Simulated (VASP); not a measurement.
# ZnS (P6_3mc) in VASP: notebook, part 2 of 2

VASP 6.6.1.

## 4. Relaxation of cell and atoms, PBEsol, target pressure 5 GPa, at which the enthalpy is minimised

This run uses another cell than the first one, of 19.22 Å³/atom, 1.058 times its volume.

INCAR reads:

```
SYSTEM = ZnS
  PREC = Accurate
  ENCUT = 600
  EDIFF = 1E-6
  ISMEAR = 0
  SIGMA = 0.01
  LREAL = .False.
  LASPH = .True.
  NELM = 100
  ALGO = Normal
  ISIF = 3
  LWAVE = .False.
  LCHARG = .False.
  GGA = PS
  IBRION = 2
  NSW = 100
  EDIFFG = -0.002
  PSTRESS = 50.0
```

KPOINTS reads:

```
Automatic mesh
0
Gamma
  8 8 4
  0 0 0
```

POSCAR reads:

```
ZnS
1.0
    3.7815782372      0.0000000000      0.0000000000
   -1.8907891186      3.2749428198      0.0000000000
    0.0000000000      0.0000000000      6.2089609863
Zn S
2 2
Direct
    0.3333333333      0.6666666667      0.0054423557
    0.6666666667      0.3333333333      0.5054423557
    0.3333333333      0.6666666667      0.3795576443
    0.6666666667      0.3333333333      0.8795576443
```

Potentials or basis: VASP PAW PBE potentials, release 64 (Zn, S).

Command:

```
$ cat potpaw_PBE.64/Zn/POTCAR potpaw_PBE.64/S/POTCAR > POTCAR
$ mpirun -np 1 vasp_std > vasp.out
```

OUTCAR:

```text
SYSTEM = ZnS
   PREC = Accurate
   ENCUT = 600
   EDIFF = 1E-6
   ISMEAR = 0
   LREAL = .False.
   LASPH = .True.
   NELM = 100
   ISIF = 3
   GGA = PS
   IBRION = 2
   NSW = 100
   EDIFFG = -0.002
   PSTRESS = 50.0

 ion  position               nearest neighbor table
   1  0.333  0.667  0.005-   4 2.32   4 2.32   4 2.32   3 2.32
   2  0.667  0.333  0.505-   3 2.32   3 2.32   3 2.32   4 2.32
   3  0.333  0.667  0.380-   2 2.32   2 2.32   2 2.32   1 2.32
   4  0.667  0.333  0.880-   1 2.32   1 2.32   1 2.32   2 2.32

  LATTYP: Found a hexagonal cell.
 ALAT       =     3.7815782372
 C/A-ratio  =     1.6418967417

  Lattice vectors:

 A1 = (   3.7815782372,   0.0000000000,   0.0000000000)
 A2 = (  -1.8907891186,   3.2749428198,   0.0000000000)
 A3 = (   0.0000000000,   0.0000000000,   6.2089609863)

Analysis of symmetry for initial positions (statically):
=====================================================================
 Subroutine PRICEL returns:
 Original cell was already a primitive cell.

 Routine SETGRP: Setting up the symmetry group for a
 hexagonal supercell.

 Subroutine GETGRP returns: Found 12 space group operations
 (whereof  6 operations were pure point group operations)
 out of a pool of 24 trial point group operations.

The static configuration has the point symmetry C_3v.
 The point group associated with its full space group is C_6v.

Analysis of symmetry for dynamics (positions and initial velocities):
=====================================================================
 Subroutine PRICEL returns:
 Original cell was already a primitive cell.

 Routine SETGRP: Setting up the symmetry group for a
 hexagonal supercell.

 Subroutine GETGRP returns: Found 12 space group operations
 (whereof  6 operations were pure point group operations)
 out of a pool of 24 trial point group operations.

The dynamic configuration has the point symmetry C_3v.
 The point group associated with its full space group is C_6v.

 Subroutine INISYM returns: Found 12 space group operations
 (whereof  6 operations are pure point group operations),
 and found     1 'primitive' translations

----------------------------------------------------------------------------------------

                                     Primitive cell

  volume of cell :      76.8946

  direct lattice vectors                    reciprocal lattice vectors
     3.781578237  0.000000000  0.000000000     0.264439855  0.152674421  0.000000000
    -1.890789119  3.274942820  0.000000000     0.000000000  0.305348843  0.000000000
     0.000000000  0.000000000  6.208960986     0.000000000  0.000000000  0.161057543

  length of vectors
     3.781578237  3.781578237  6.208960986     0.305348843  0.305348843  0.161057543

  position of ions in fractional coordinates (direct lattice)
     0.333333333  0.666666667  0.005442356
     0.666666667  0.333333333  0.505442356
     0.333333333  0.666666667  0.379557644
     0.666666667  0.333333333  0.879557644

  ion indices of the primitive-cell ions
   primitive index   ion index
                 1           1
                 2           2
                 3           3
                 4           4

----------------------------------------------------------------------------------------

 KPOINTS: Automatic mesh

Automatic generation of k-mesh.
 Grid dimensions read from file:
 generate k-points for:    8    8    4

 Generating k-lattice:

  Cartesian coordinates                     Fractional coordinates (reciprocal lattice)
     0.033054982  0.019084303  0.000000000     0.125000000  0.000000000  0.000000000
     0.000000000  0.038168605  0.000000000     0.000000000  0.125000000  0.000000000
     0.000000000  0.000000000  0.040264386     0.000000000  0.000000000  0.250000000

  Length of vectors
     0.038168605  0.038168605  0.040264386

  Shift w.r.t. Gamma in fractional coordinates (k-lattice)
     0.000000000  0.000000000  0.000000000

 Subroutine IBZKPT returns following result:
 ===========================================

 Found     30 irreducible k-points:

 Following reciprocal coordinates:
            Coordinates               Weight
  0.000000  0.000000  0.000000      1.000000
  0.125000  0.000000  0.000000      6.000000
  0.250000  0.000000  0.000000      6.000000
  0.375000  0.000000  0.000000      6.000000
  0.500000  0.000000  0.000000      3.000000
  0.125000  0.125000  0.000000      6.000000
[... 16 lines left out ...]
  0.250000  0.000000  0.500000      6.000000
  0.375000  0.000000  0.500000      6.000000
 [... further k-points ...]
   k-points           NKPTS =     30   k-points in BZ     NKDIM =     30   number of bands    NBANDS=     22
   number of dos      NEDOS =    301   number of ions     NIONS =      4
   total plane-waves  NPLWV =  45000
   dimension x,y,z NGX =    30 NGY =   30 NGZ =   50
   dimension x,y,z NGXF=    60 NGYF=   60 NGZF=  100
   ions per type =               2   2
   NGX,Y,Z   is equivalent  to a cutoff of  13.19, 13.19, 13.39 a.u.
   NGXF,Y,Z  is equivalent  to a cutoff of  26.38, 26.38, 26.78 a.u.
 SYSTEM =  ZnS
   PREC   = accura    normal or accurate (medium, high low for compatibility)
   ISTART =      0    job   : 0-new  1-cont  2-samecut
   ICHARG =      2    charge: 1-file 2-atom 10-const
   ISPIN  =      1    spin polarized calculation?
   LNONCOLLINEAR =      F non collinear calculations
   LSORBIT =      F    spin-orbit coupling
   LASPH  =      T    aspherical Exc in radial PAW
   ENCUT  =  600.0 eV  44.10 Ry    6.64 a.u.   7.55  7.55 12.40*2*pi/ulx,y,z
   NELM   =    100;   NELMIN=  2; NELMDL= -5     # of ELM steps
   EDIFF  = 0.1E-05   stopping-criterion for ELM
   LREAL  =      F    real-space projection
   EDIFFG = -.2E-02   stopping-criterion for IOM
   NSW    =    100    number of steps for IOM
   IBRION =      2    ionic relax: 0-MD 1-quasi-New 2-CG
   NFREE  =      1    steps in history (QN), initial steepest desc. (CG)
   ISIF   =      3    stress and relaxation
   ISYM   =      2    0-nonsym 1-usesym 2-fastsym
   POTIM  = 0.5000    time-step for ionic-motion
   TEBEG  =    0.0;   TEEND  =   0.0 temperature during run
   PSTRESS=   50.0 pullay stress
   NELECT =      36.0000    total number of electrons
   NUPDOWN=      -1.0000    fix difference up-down
   EMIN   =  10.00;   EMAX   =-10.00  energy-range for DOS
   EFERMI =   0.00;   METHOD = LEGACY
   ISMEAR =     0;   SIGMA  =   0.01  broadening in eV -4-tet -1-fermi 0-gaus
   EFERMI_NEDOS =   21; number of points for ismear=-14 and -15
   IALGO  =     38    algorithm
   IMIX   =      4    mixing-type and parameters
     AMIX     =   0.40;   BMIX     =  1.00
     AMIX_MAG =   1.60;   BMIX_MAG =  1.00
  volume/ion in A,a.u.               =      19.22       129.73
  Fermi-wavevector in a.u.,A,eV,Ry     =   1.271190  2.402200 21.985976  1.615924
  Thomas-Fermi vector in A             =   2.404136
   LORBIT       =      0    0 simple, 1 ext, 2 COOP (PROOUT), +10 PAW based schemes
   GGA     = PS    functional components
   LHFCALC =     F    Hartree Fock is set to
   AEXX    =    0.0000 exact exchange contribution
   IVDW    =     0    specifies the selected vdW correction
   LEPSILON=     F    determine dielectric tensor
   LRPA    =     F    only Hartree local field effects (RPA)
 conjugate gradient relaxation of ions
 non-spin polarized calculation
 Gauss-broadening in eV      SIGMA  =   0.01
  energy-cutoff  :      600.00
  volume of cell :       76.89
 maximum number of plane-waves:      2591
   NGX = 15   NGY = 15   NGZ = 25

--------------------------------------- Ionic step        1  -------------------------------------------

 number of electron      35.9999993 magnetization

 Free energy of the ion-electron system (eV)
  ---------------------------------------------------
  ext. energy  EPLUGINS =         0.00000000
  ---------------------------------------------------
  free energy    TOTEN  =       -15.16728669 eV

  energy without entropy =      -15.16728669  energy(sigma->0) =      -15.16728669

 E-fermi :   2.3624     XC(G=0):  -9.9646

 val. band max:        2.2791416378   @ k =   0.0000   0.0000   0.0000
 cond. band min:       4.4399195140   @ k =   0.0000   0.0000   0.0000
 fundamental gap:      2.1607778762
 Fermi energy:         2.3624031588

 k-point     1 :       0.0000    0.0000    0.0000
  band No.  band energies     occupation
      1     -11.0893      2.00000
      2     -10.0931      2.00000
      3      -4.2105      2.00000
      4      -4.1938      2.00000
      5      -4.1938      2.00000
      6      -4.1081      2.00000
[... 706 lines left out ...]
  energy  without entropy=      -15.1058807130  energy(sigma->0) =      -15.10588071

  enthalpy is  TOTEN    =       -12.8306639426 eV   P V=        2.2752167704

[... ionic steps 4 to 17 ...]

--------------------------------------- Ionic step       18  -------------------------------------------

 number of electron      35.9999991 magnetization

------------------------ aborting loop because EDIFF is reached ----------------------------------------
[... 75 lines left out ...]
--------------------------------------- Ionic step       20  -------------------------------------------

 number of electron      35.9999991 magnetization

 Free energy of the ion-electron system (eV)
  ---------------------------------------------------
  ext. energy  EPLUGINS =         0.00000000
  ---------------------------------------------------
  free energy    TOTEN  =       -15.10489288 eV

  energy without entropy =      -15.10489288  energy(sigma->0) =      -15.10489288

 E-fermi :   2.9032     XC(G=0): -10.2214

 val. band max:        2.8183527130   @ k =   0.0000   0.0000   0.0000
 cond. band min:       5.2180527488   @ k =   0.0000   0.0000   0.0000
 fundamental gap:      2.3997000358
 Fermi energy:         2.9031854077

 k-point     1 :       0.0000    0.0000    0.0000
  band No.  band energies     occupation
      1     -10.9634      2.00000
      2      -9.8632      2.00000
      3      -3.9310      2.00000
      4      -3.9060      2.00000
      5      -3.9060      2.00000
      6      -3.8106      2.00000
[... 626 lines left out ...]
  energy  without entropy=      -15.1048928793  energy(sigma->0) =      -15.10489288

  enthalpy is  TOTEN    =       -12.8307576303 eV   P V=        2.2741352490

 reached required accuracy - stopping structural energy minimisation
```

OSZICAR:

```text
N       E                     dE             d eps       ncg     rms          rms(c)
DAV:   1     0.246015515914E+03    0.24602E+03   -0.19041E+04  1320   0.219E+03
DAV:   2     0.800941070566E+01   -0.23801E+03   -0.23247E+03  1356   0.402E+02
DAV:   3    -0.153872162370E+02   -0.23397E+02   -0.23285E+02  1596   0.125E+02
DAV:   4    -0.159740115677E+02   -0.58680E+00   -0.58609E+00  1542   0.203E+01
[... 131 lines left out ...]
DAV:   2    -0.151048944334E+02    0.10392E-05   -0.12028E-06   954   0.187E-02    0.446E-03
DAV:   3    -0.151048939435E+02    0.48987E-06   -0.10272E-06   714   0.118E-02
  19 F= -.12830758E+02 E0= -.12830758E+02  d E =0.311392E-06
       N       E                     dE             d eps       ncg     rms          rms(c)
DAV:   1    -0.151048928884E+02    0.15450E-05   -0.89031E-07   678   0.950E-03    0.133E-03
DAV:   2    -0.151048928793E+02    0.90458E-08   -0.90857E-08   678   0.454E-03
  20 F= -.12830758E+02 E0= -.12830758E+02  d E =0.263348E-06
```

CONTCAR:

```text
ZnS
   1.00000000000000
     3.7120621273827386   -0.0000000000000000    0.0000000000000000
    -1.8560310636913693    3.2147401027220175    0.0000000000000000
     0.0000000000000000   -0.0000000000000000    6.1065478385082219
  Zn              S
     2     2
Direct
     0.3333333332999970    0.6666666667000030    0.0058212003788693
     0.6666666667000030    0.3333333332999970    0.5058212003788692
     0.3333333332999970    0.6666666667000030    0.3791787996211287
     0.6666666667000030    0.3333333332999970    0.8791787996211288

  0.00000000E+00  0.00000000E+00  0.00000000E+00
  0.00000000E+00  0.00000000E+00  0.00000000E+00
  0.00000000E+00  0.00000000E+00  0.00000000E+00
  0.00000000E+00  0.00000000E+00  0.00000000E+00
```

Run time: 9.6 min. Hardware: 1 thread of Intel Xeon Platinum 8259CL at 2.50GHz (Skylake/Cascade Lake), shared host; peak memory 0.23 GiB.

What came out:

```yaml
Free_energy: -15.1049 eV
Relaxed_volume: 18.22 Å³/atom
Relaxed_cell: a = 3.712 Å, b = 3.712 Å, c = 6.107 Å, α = 90.00°, β = 90.00°, γ = 120.00°
Space_group_after_relaxing_to_0.05_Å: P6_3mc (No. 186)
Energy_change_on_relaxing_the_enthalpy_is_what_falls: +15.6 meV/atom
Ionic_steps: 20
Pressure_after_relaxing: 5.0 GPa
Band_gap_on_the_k_mesh: 2.40 eV, direct
```

The path:
```tsv
step	energy change (eV)	largest force (eV/Å)	pressure (GPa)	volume (Å³)
1	0.0000	0.0013	0.18	76.89
2	0.1551	0.0212	8.08	70.63
3	0.0614	0.0132	4.87	72.91
4	0.0644	0.0135	5.07	72.81
5	0.0619	0.0091	4.99	72.89
6	0.0606	0.0070	4.89	72.93
7	0.0613	0.0081	4.95	72.91
8	0.0621	0.0042	5.03	72.88
9	0.0623	0.0026	5.01	72.88
10	0.0626	0.0017	4.99	72.86
11	0.0633	0.0013	5.07	72.84
12	0.0630	0.0001	5.03	72.85
13	0.0621	0.0007	4.95	72.88
14	0.0626	0.0004	5.03	72.87
15	0.0624	0.0015	4.98	72.87
16	0.0624	0.0021	4.99	72.87
17	0.0624	0.0002	4.99	72.87
18	0.0624	0.0007	5.00	72.87
19	0.0624	0.0003	4.99	72.87
20	0.0624	0.0000	4.99	72.87
```

Final structure:
```
Zn S
1.0
     3.71206    0.00000    0.00000
    -1.85603    3.21474    0.00000
     0.00000    0.00000    6.10655
Zn S
2 2
Direct
  0.33333 0.66667 0.00582
  0.66667 0.33333 0.50582
  0.33333 0.66667 0.37918
  0.66667 0.33333 0.87918
```

Caveat: the cell is relaxed towards a set pressure, so the enthalpy falls and the energy may rise; the PAW data sets were made with another functional, which shifts forces and pressure a little. Expect the measured gap to be larger: semilocal functionals such as PBEsol lack the derivative discontinuity.

## 5. Relaxation of cell and atoms, PBEsol

This run uses another cell than the first one, of 19.60 Å³/atom, 1.079 times its volume.

INCAR reads:

```
ALGO = Normal
EDIFF = 1E-6
EDIFFG = -0.002
ENCUT = 600
GGA = PS
IBRION = 2
ISIF = 3
ISMEAR = -1
LASPH = True
LCHARG = False
LREAL = False
LWAVE = False
NELM = 80
NSW = 100
PREC = Accurate
SIGMA = 0.05
```

KPOINTS reads:

```
k-points
0
Gamma
  10 10 6
```

POSCAR reads:

```
ZnS
1.0
    3.8110000000      0.0000000000      0.0000000000
   -1.9055000000      3.3004228138      0.0000000000
    0.0000000000      0.0000000000      6.2340000000
Zn S
2 2
Direct
    0.3333333333      0.6666666667      0.0000000000
    0.6666666667      0.3333333333      0.5000000000
    0.3333333333      0.6666666667      0.3850000000
    0.6666666667      0.3333333333      0.8850000000
```

Command:

```
$ cat potpaw_PBE.64/Zn/POTCAR potpaw_PBE.64/S/POTCAR > POTCAR
$ mpirun -np 1 vasp_std > vasp.out
```

Wall time 15 min (1 thread of Intel Xeon Platinum 8259CL at 2.50GHz (Skylake/Cascade Lake), shared host); peak memory 0.27 GiB.

It converged, with:

| Item | Value |
| --- | --- |
| Free energy | -15.1681 eV |
| Relaxed volume | 19.27 Å³/atom |
| Relaxed cell | a = 3.785 Å, b = 3.785 Å, c = 6.212 Å, α = 90.00°, β = 90.00°, γ = 120.00° |
| Space group after relaxing (to 0.05 Å) | P6_3mc (No. 186) |
| Energy gained by relaxing | 6.5 meV/atom |
| Ionic steps | 20 |
| Pressure after relaxing | 0.0 GPa |
| Band gap on the k mesh | 2.15 eV, direct |

The path:
```csv
step,energy change (eV),largest force (eV/Å),pressure (GPa),volume (Å³)
1,0.0000,0.3085,-1.10,78.41
2,-0.0199,0.1198,0.24,76.89
3,-0.0200,0.0994,0.34,76.76
4,-0.0232,0.0459,0.04,77.05
5,-0.0244,0.0016,-0.20,77.29
6,-0.0245,0.0169,-0.25,77.38
7,-0.0258,0.0102,0.03,77.12
8,-0.0258,0.0080,-0.08,77.14
9,-0.0258,0.0083,-0.03,77.14
10,-0.0258,0.0007,0.06,77.08
11,-0.0259,0.0030,-0.03,77.09
12,-0.0258,0.0014,0.02,77.08
13,-0.0258,0.0037,-0.01,77.08
14,-0.0259,0.0002,0.01,77.08
15,-0.0258,0.0051,-0.01,77.08
16,-0.0258,0.0013,0.00,77.08
17,-0.0259,0.0002,0.01,77.08
18,-0.0259,0.0002,0.02,77.08
19,-0.0259,0.0004,0.02,77.08
20,-0.0259,0.0005,0.00,77.09
```

Final structure:
```xyz
4
Lattice="3.7853 0.0000 0.0000 -1.8927 3.2782 0.0000 0.0000 0.0000 6.2123" Properties=species:S:1:pos:R:3 pbc="T T T"
Zn    0.0000    2.1855    0.0336
Zn    1.8927    1.0927    3.1398
S     0.0000    2.1855    2.3581
S     1.8927    1.0927    5.4643
```

Levels at points of the mesh, in eV from the valence-band top:
```csv
k point,band 16,band 17,band 18,band 19,band 20,band 21
"(0.00, 0.00, 0.00)",-0.09,0.00,0.00,2.15,3.02,6.21
"(0.50, 0.00, 0.00)",-2.34,-1.79,-0.92,3.52,4.20,4.97
"(0.00, 0.00, 0.50)",-0.49,-0.49,-0.49,3.50,3.50,6.67
"(0.50, 0.00, 0.50)",-1.71,-1.69,-1.69,3.41,3.41,5.10
```

Caveat: the PAW data sets were made with another functional, which shifts forces and pressure a little.

## 6. Overview

| task | cell | k mesh | cutoff (eV) | smearing | gap on the mesh (eV) | pressure (GPa) |
| --- | --- | --- | --- | --- | --- | --- |
| single point | a = 3.709, b = 3.709, c = 6.102 Å, angles 90.0, 90.0, 120.0°, 4 atoms | 8 × 8 × 4 | 520 | gaussian 0.01 eV | 2.41 | 5.3 |
| single point | a = 3.782, b = 3.782, c = 6.209 Å, angles 90.0, 90.0, 120.0°, 4 atoms | 10 × 10 × 6 | 520 | fermi-dirac 0.05 eV | 2.16 | 0.2 |
| relaxation of cell and atoms | relaxed to 5 GPa from a = 3.782, b = 3.782, c = 6.209 Å, angles 90.0, 90.0, 120.0°, 4 atoms | 8 × 8 × 4 | 600 | gaussian 0.01 eV | 2.40 | 5.0 |
| relaxation of cell and atoms | relaxed from a = 3.811, b = 3.811, c = 6.234 Å, angles 90.0, 90.0, 120.0°, 4 atoms | 10 × 10 × 6 | 600 | fermi-dirac 0.05 eV | 2.15 | 0.0 |

Alike in all rows: level PBEsol; potentials or basis VASP PAW PBE potentials, release 64 (Zn, S); no spin polarisation.

Caveats: the PAW data sets were made with another functional, which shifts forces and pressure a little; the cell is relaxed towards a set pressure, so the enthalpy falls and the energy may rise (some runs).

Absolute energies hang on the potentials; compare differences alone.
